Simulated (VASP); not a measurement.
# GaSb (F-43m) in VASP: notebook, part 2 of 3

VASP 6.6.1. The steps go on from the part before.

## 3. Vibrations by perturbation theory, LDA

This run uses another cell than the first one, of 27.68 Å³/atom.

INCAR

```
PREC = Accurate
ENCUT = 500
EDIFF = 1E-8
ISMEAR = -1
SIGMA = 0.05
LREAL = False
LASPH = True
NELM = 120
ALGO = Normal
ISIF = 2
LWAVE = False
LCHARG = True
IBRION = 8
NSW = 1
GGA_COMPAT = False
```

KPOINTS

```
regular mesh
0
Gamma
  10 10 10
```

POSCAR

```
GaSb
1.0
    0.0000000000      3.0250412434      3.0250412434
    3.0250412434      0.0000000000      3.0250412434
    3.0250412434      3.0250412434      0.0000000000
Ga Sb
1 1
Direct
    0.0000000000      0.0000000000      0.0000000000
    0.7500000000      0.7500000000      0.7500000000
```

Potentials or basis: VASP PAW LDA potentials, release 64 (Ga_d, Sb).

Command:

```sh
> cat potpaw_LDA.64/Ga_d/POTCAR potpaw_LDA.64/Sb/POTCAR > POTCAR
> mpirun -np 1 vasp_std > vasp.out
```

OUTCAR:

```text
PREC = Accurate
   ENCUT = 500
   EDIFF = 1E-8
   ISMEAR = -1
   LREAL = False
   LASPH = True
   NELM = 120
   ISIF = 2
   IBRION = 8
   NSW = 1

 ion  position               nearest neighbor table
   1  0.000  0.000  0.000-   2 2.62   2 2.62   2 2.62   2 2.62
   2  0.750  0.750  0.750-   1 2.62   1 2.62   1 2.62   1 2.62

  LATTYP: Found a face centered cubic cell.
 ALAT       =     6.0500824868

  Lattice vectors:

 A1 = (   0.0000000000,   3.0250412434,   3.0250412434)
 A2 = (   3.0250412434,   0.0000000000,   3.0250412434)
 A3 = (   3.0250412434,   3.0250412434,   0.0000000000)

Analysis of symmetry for initial positions (statically):
=====================================================================
 Subroutine PRICEL returns:
 Original cell was already a primitive cell.

 Routine SETGRP: Setting up the symmetry group for a
 face centered cubic supercell.

 Subroutine GETGRP returns: Found 24 space group operations
 (whereof 24 operations were pure point group operations)
 out of a pool of 48 trial point group operations.

The static configuration has the point symmetry T_d .

Analysis of symmetry for dynamics (positions and initial velocities):
=====================================================================
 Subroutine PRICEL returns:
 Original cell was already a primitive cell.

 Routine SETGRP: Setting up the symmetry group for a
 face centered cubic supercell.

 Subroutine GETGRP returns: Found 24 space group operations
 (whereof 24 operations were pure point group operations)
 out of a pool of 48 trial point group operations.

The dynamic configuration has the point symmetry T_d .

 Subroutine INISYM returns: Found 24 space group operations
 (whereof 24 operations are pure point group operations),
 and found     1 'primitive' translations

----------------------------------------------------------------------------------------

                                     Primitive cell

  volume of cell :      55.3635

  direct lattice vectors                    reciprocal lattice vectors
     0.000000000  3.025041243  3.025041243    -0.165287003  0.165287003  0.165287003
     3.025041243  0.000000000  3.025041243     0.165287003 -0.165287003  0.165287003
     3.025041243  3.025041243  0.000000000     0.165287003  0.165287003 -0.165287003

  length of vectors
     4.278054353  4.278054353  4.278054353     0.286285486  0.286285486  0.286285486

  position of ions in fractional coordinates (direct lattice)
     0.000000000  0.000000000  0.000000000
     0.750000000  0.750000000  0.750000000

  ion indices of the primitive-cell ions
   primitive index   ion index
                 1           1
                 2           2

[... 141 lines left out ...]
     13       7.7700      0.00000
[... 354 lines left out ...]
  band No.  band energies     occupation
      1     -10.2237      2.00000
      2     -10.1630      2.00000
      3     -10.1623      2.00000
      4     -10.1386      2.00000
      5     -10.1259      2.00000
      6      -5.0442      2.00000
      7      -0.6835      2.00000
      8       2.4085      2.00000
      9       2.7426      2.00000
     10       6.1665      0.00000
     11       7.2384      0.00000
     12      11.2636      0.00000
     13      11.7830      0.00000

 [... further k-points ...]

------------------------ aborting loop because EDIFF is reached ----------------------------------------

  FORCE on cell =-STRESS in cart. coord.  units (eV):
  Direction    XX          YY          ZZ          XY          YZ          ZX
  --------------------------------------------------------------------------------------
  -------------------------------------------------------------------------------------
  Total        0.0578597      0.0578597      0.0578597      0.0000000      0.0000000     -0.0000000
  in kB        1.6744142      1.6744142      1.6744142      0.0000000      0.0000000     -0.0000000
  external PRESSURE =       1.6744142 kB  Pullay stress =       0.0000000 kB

 VOLUME and BASIS-vectors are now :
 -----------------------------------------------------------------------------
  energy-cutoff  :      500.00
  volume of cell :       55.36
      direct lattice vectors                 reciprocal lattice vectors
     0.000000000  3.025041243  3.025041243    -0.165287003  0.165287003  0.165287003
     3.025041243  0.000000000  3.025041243     0.165287003 -0.165287003  0.165287003
     3.025041243  3.025041243  0.000000000     0.165287003  0.165287003 -0.165287003

 POSITION                                       TOTAL-FORCE (eV/Angst)
 -----------------------------------------------------------------------------------
      0.00000      0.00000      0.00000        -0.000000     -0.000000     -0.000000
      4.53756      4.53756      4.53756         0.000000      0.000000      0.000000
 -----------------------------------------------------------------------------------
    total drift:                               -0.000000     -0.000000     -0.000001

  FREE ENERGIE OF THE ION-ELECTRON SYSTEM (eV)
  ---------------------------------------------------
  free  energy   TOTEN  =        -8.6722924353 eV

  energy  without entropy=       -8.6720350859  energy(sigma->0) =       -8.67216376

[... ionic steps 2 to 3 ...]

--------------------------------------- Ionic step        4  -------------------------------------------

------------------------ aborting loop because EDIFF is reached ----------------------------------------

[... ionic steps 5 to 6 ...]

--------------------------------------- Ionic step        7  -------------------------------------------

 Free energy of the ion-electron system (eV)
  ---------------------------------------------------
  ---------------------------------------------------
  free energy    TOTEN  =        -0.02648801 eV

  energy without entropy =       -0.02648801

------------------------ aborting loop because EDIFF is reached ----------------------------------------

 INTERNAL STRAIN TENSOR  FOR ION    2  DIRECTION 1   (eV/Angst):
 -----------------------------------------------------------------------------
    -0.00798  0.00000  0.00000
     0.00000  0.00595  7.14380
     0.00000  7.14380  0.00595

 INTERNAL STRAIN TENSOR FOR ION    2 for displacements in x,y,z  (eV/Angst):
          X           Y           Z          XY          YZ          ZX
  --------------------------------------------------------------------------------
  x     0.00000     0.00000     0.00000     0.00000     7.14380     0.00000
  y     0.00000    -0.00000     0.00000     0.00000     0.00000     7.14380
  z     0.00000     0.00000     0.00000     7.14380     0.00000     0.00000

 SECOND DERIVATIVES (NOT SYMMETRIZED)
 ------------------------------------
               1X          1Y          1Z          2X          2Y          2Z
  1X    -8.314115    0.000000    0.000000    8.314115    0.000000    0.000000
  1Y     0.000000   -8.314115    0.000000    0.000000    8.314115    0.000000
  1Z     0.000000    0.000000   -8.314115    0.000000    0.000000    8.314115
  2X     8.372924    0.000000    0.000000   -8.372924    0.000000    0.000000
  2Y     0.000000    8.372924    0.000000    0.000000   -8.372924    0.000000
  2Z     0.000000    0.000000    8.372924    0.000000    0.000000   -8.372924

 Eigenvectors and eigenvalues of the dynamical matrix
 ----------------------------------------------------

   1 f  =    6.778744 THz    42.592102 2PiTHz  226.114545 cm-1    28.034618 meV
             X         Y         Z           dx          dy          dz
      0.000000  0.000000  0.000000     0.773618   -0.189053    0.000000
      4.537562  4.537562  4.537562    -0.587505    0.143571    0.000000
[... 21 lines left out ...]
   6 f/i=    0.011507 THz     0.072298 2PiTHz    0.383820 cm-1     0.047588 meV
             X         Y         Z           dx          dy          dz
      0.000000  0.000000  0.000000     0.059418   -0.158204   -0.580703
      4.537562  4.537562  4.537562     0.078241   -0.208321   -0.764661

--------------------------------------------------------------------------------------------------------

 ELASTIC MODULI CONTR FROM IONIC RELAXATION (kBar)
 Direction    XX          YY          ZZ          XY          YZ          ZX
 --------------------------------------------------------------------------------
 XX          -0.0000      0.0000      0.0000      0.0000      0.0000      0.0000
 YY           0.0000     -0.0000      0.0000      0.0000      0.0000      0.0000
 ZZ           0.0000      0.0000     -0.0000     -0.0000      0.0000      0.0000
 XY           0.0000      0.0000     -0.0000   -180.2244      0.0000      0.0000
 YZ           0.0000      0.0000      0.0000      0.0000   -180.2244      0.0000
 ZX           0.0000      0.0000      0.0000      0.0000      0.0000   -180.2244
 --------------------------------------------------------------------------------
```

OSZICAR:

```text
N       E                     dE             d eps       ncg     rms          rms(c)
DAV:   1     0.781084272922E+02    0.78108E+02   -0.86923E+03  1230   0.166E+03
DAV:   2    -0.302595337183E+01   -0.81134E+02   -0.79114E+02  1377   0.310E+02
[... 41 lines left out ...]
RMM:   5    -0.264969441511E-01   -0.58400E-05   -0.77615E-06  9094   0.193E-02    0.316E-03
RMM:   6    -0.264896529192E-01    0.72912E-05    0.24416E-07  8752   0.543E-03    0.842E-04
RMM:   7    -0.264884753778E-01    0.11775E-05    0.16079E-07  8922   0.169E-03    0.321E-04
RMM:   8    -0.264879741052E-01    0.50127E-06    0.91626E-09  8797   0.629E-04    0.779E-05
RMM:   9    -0.264880034656E-01   -0.29360E-07   -0.11586E-08  8980   0.202E-04    0.270E-05
RMM:  10    -0.264880060800E-01   -0.26144E-08    0.20653E-09  8568   0.686E-05    0.246E-06
 Linear response finished
```

stdout:

```text
POSCAR found type information on POSCAR GaSb
 POSCAR found :  2 types and       2 ions
 scaLAPACK will be used
 LDA part: xc-table for (Slater(with rela. corr.)+CA(PZ))
 , standard interpolation
 POSCAR, INCAR and KPOINTS ok, starting setup
 FFT: planning ... GRIDC
 FFT: planning ... GRID_SOFT
 FFT: planning ... GRID
 WAVECAR not read
 entering main loop
 Linear response reoptimize wavefunctions to high precision
 Linear response DOF=           2
 Linear response progress:
 first order change of Fermi-energy   0.30292E-04
 force on displaced ion       1 direction 1 :  -8.314  -0.000  -0.000
 Linear response progress:
 first order change of Fermi-energy   0.19925E-03
 force on displaced ion       2 direction 1 :  -8.373  -0.000  -0.000
 Linear response finished
```

Run time: 4.5 min. Hardware: 1 thread of Intel Xeon Platinum 8259CL at 2.50GHz (Skylake/Cascade Lake), shared host; peak memory 0.39 GiB.

Results:

```
Highest phonon frequency at Γ, LO-TO splitting left out : 226 cm⁻¹
```

Phonon frequencies in cm⁻¹ (negative: imaginary):
| q point | frequencies |
| --- | --- |
| (0.000, 0.000, 0.000) | 0 0 0 226 226 226 |

Caveat: spin-orbit coupling is left out, which moves the levels of the heavy elements.

## 4. Vibrations by perturbation theory, LDA

This run uses another cell than the first one, of 27.68 Å³/atom.

INCAR

```
PREC = Accurate
ENCUT = 500
EDIFF = 1E-8
ISMEAR = -1
SIGMA = 0.05
LREAL = F
LASPH = T
NELM = 120
ALGO = Normal
ISIF = 2
LWAVE = F
LCHARG = F
GGA = CA
NBANDS = 16
IBRION = 8
NSW = 1
GGA_COMPAT = F
```

KPOINTS

```
Automatic mesh
0
Gamma
  10 10 10
```

POSCAR is that of step 3.

Potentials or basis: VASP PAW LDA potentials, release 64 (Ga_d, Sb).

Command:

```sh
> cat potpaw_LDA.64/Ga_d/POTCAR potpaw_LDA.64/Sb/POTCAR > POTCAR
> mpirun -np 1 vasp_std > vasp.out
```

OUTCAR:

```text
PREC = Accurate
   ENCUT = 500
   EDIFF = 1E-8
   ISMEAR = -1
   LREAL = F
   LASPH = T
   NELM = 120
   ISIF = 2
   GGA = CA
   IBRION = 8
   NSW = 1

 ion  position               nearest neighbor table
   1  0.000  0.000  0.000-   2 2.62   2 2.62   2 2.62   2 2.62
   2  0.750  0.750  0.750-   1 2.62   1 2.62   1 2.62   1 2.62

  LATTYP: Found a face centered cubic cell.
 ALAT       =     6.0500824868

  Lattice vectors:

 A1 = (   0.0000000000,   3.0250412434,   3.0250412434)
 A2 = (   3.0250412434,   0.0000000000,   3.0250412434)
 A3 = (   3.0250412434,   3.0250412434,   0.0000000000)

Analysis of symmetry for initial positions (statically):
=====================================================================
 Subroutine PRICEL returns:
 Original cell was already a primitive cell.

 Routine SETGRP: Setting up the symmetry group for a
 face centered cubic supercell.

 Subroutine GETGRP returns: Found 24 space group operations
 (whereof 24 operations were pure point group operations)
 out of a pool of 48 trial point group operations.

The static configuration has the point symmetry T_d .

Analysis of symmetry for dynamics (positions and initial velocities):
=====================================================================
 Subroutine PRICEL returns:
 Original cell was already a primitive cell.

 Routine SETGRP: Setting up the symmetry group for a
 face centered cubic supercell.

 Subroutine GETGRP returns: Found 24 space group operations
 (whereof 24 operations were pure point group operations)
 out of a pool of 48 trial point group operations.
[... 638 lines left out ...]
 -----------------------------------------------------------------------------------
    total drift:                               -0.000000     -0.000000     -0.000001

  FREE ENERGIE OF THE ION-ELECTRON SYSTEM (eV)
  ---------------------------------------------------
  free  energy   TOTEN  =        -8.6722924361 eV

  energy  without entropy=       -8.6720350884  energy(sigma->0) =       -8.67216376

[... ionic steps 2 to 3 ...]

--------------------------------------- Ionic step        4  -------------------------------------------

------------------------ aborting loop because EDIFF is reached ----------------------------------------

[... ionic steps 5 to 6 ...]

--------------------------------------- Ionic step        7  -------------------------------------------

 Free energy of the ion-electron system (eV)
  ---------------------------------------------------
  ---------------------------------------------------
  free energy    TOTEN  =        -0.02648801 eV

  energy without entropy =       -0.02648801

------------------------ aborting loop because EDIFF is reached ----------------------------------------

 INTERNAL STRAIN TENSOR  FOR ION    2  DIRECTION 1   (eV/Angst):
 -----------------------------------------------------------------------------
    -0.00806  0.00000  0.00000
     0.00000  0.00578  7.14373
     0.00000  7.14373  0.00578

 INTERNAL STRAIN TENSOR FOR ION    2 for displacements in x,y,z  (eV/Angst):
          X           Y           Z          XY          YZ          ZX
  --------------------------------------------------------------------------------
  x     0.00000    -0.00000    -0.00000     0.00000     7.14373     0.00000
  y     0.00000     0.00000     0.00000     0.00000     0.00000     7.14373
  z    -0.00000    -0.00000     0.00000     7.14373     0.00000     0.00000

 SECOND DERIVATIVES (NOT SYMMETRIZED)
 ------------------------------------
               1X          1Y          1Z          2X          2Y          2Z
  1X    -8.314328    0.000000    0.000000    8.314328    0.000000    0.000000
  1Y     0.000000   -8.314328    0.000000    0.000000    8.314328    0.000000
  1Z     0.000000    0.000000   -8.314328    0.000000    0.000000    8.314328
  2X     8.372706    0.000000    0.000000   -8.372706    0.000000    0.000000
  2Y     0.000000    8.372706    0.000000    0.000000   -8.372706    0.000000
  2Z     0.000000    0.000000    8.372706    0.000000    0.000000   -8.372706

 Eigenvectors and eigenvalues of the dynamical matrix
 ----------------------------------------------------

   1 f  =    6.778766 THz    42.592244 2PiTHz  226.115300 cm-1    28.034712 meV
             X         Y         Z           dx          dy          dz
      0.000000  0.000000  0.000000     0.000000    0.796390    0.000000
      4.537562  4.537562  4.537562     0.000000   -0.604783    0.000000
[... 21 lines left out ...]
   6 f/i=    0.011422 THz     0.071767 2PiTHz    0.381000 cm-1     0.047238 meV
             X         Y         Z           dx          dy          dz
      0.000000  0.000000  0.000000     0.000000    0.000000   -0.604783
      4.537562  4.537562  4.537562     0.000000    0.000000   -0.796390

--------------------------------------------------------------------------------------------------------

 ELASTIC MODULI CONTR FROM IONIC RELAXATION (kBar)
 Direction    XX          YY          ZZ          XY          YZ          ZX
 --------------------------------------------------------------------------------
 XX          -0.0000      0.0000      0.0000      0.0000     -0.0000     -0.0000
 YY           0.0000     -0.0000     -0.0000      0.0000      0.0000     -0.0000
 ZZ           0.0000     -0.0000     -0.0000     -0.0000      0.0000     -0.0000
 XY           0.0000      0.0000     -0.0000   -180.2241      0.0000      0.0000
 YZ          -0.0000      0.0000      0.0000      0.0000   -180.2241      0.0000
 ZX          -0.0000     -0.0000     -0.0000      0.0000      0.0000   -180.2241
 --------------------------------------------------------------------------------
```

stdout:

```text
POSCAR found type information on POSCAR GaSb
 POSCAR found :  2 types and       2 ions
 scaLAPACK will be used
 LDA part: xc-table for (Slater(with rela. corr.)+CA(PZ))
 , standard interpolation
 POSCAR, INCAR and KPOINTS ok, starting setup
 FFT: planning ... GRIDC
 FFT: planning ... GRID_SOFT
 FFT: planning ... GRID
 WAVECAR not read
 entering main loop
 Linear response reoptimize wavefunctions to high precision
 Linear response DOF=           2
 Linear response progress:
 first order change of Fermi-energy   0.30747E-04
 force on displaced ion       1 direction 1 :  -8.314  -0.000  -0.000
 Linear response progress:
 first order change of Fermi-energy   0.19996E-03
 force on displaced ion       2 direction 1 :  -8.373   0.000   0.000
 Linear response finished
```

It took 5.2 min on 1 thread of Intel Xeon Platinum 8259CL at 2.50GHz (Skylake/Cascade Lake), shared host; peak memory 0.42 GiB.

Results:

- Highest phonon frequency at Γ, LO-TO splitting left out: 226 cm⁻¹

Phonon frequencies in cm⁻¹ (negative: imaginary):
| q point | frequencies |
| --- | --- |
| (0.000, 0.000, 0.000) | 0 0 0 226 226 226 |

Caveat: spin-orbit coupling is left out, which moves the levels of the heavy elements.

[end of part 2 of 3]
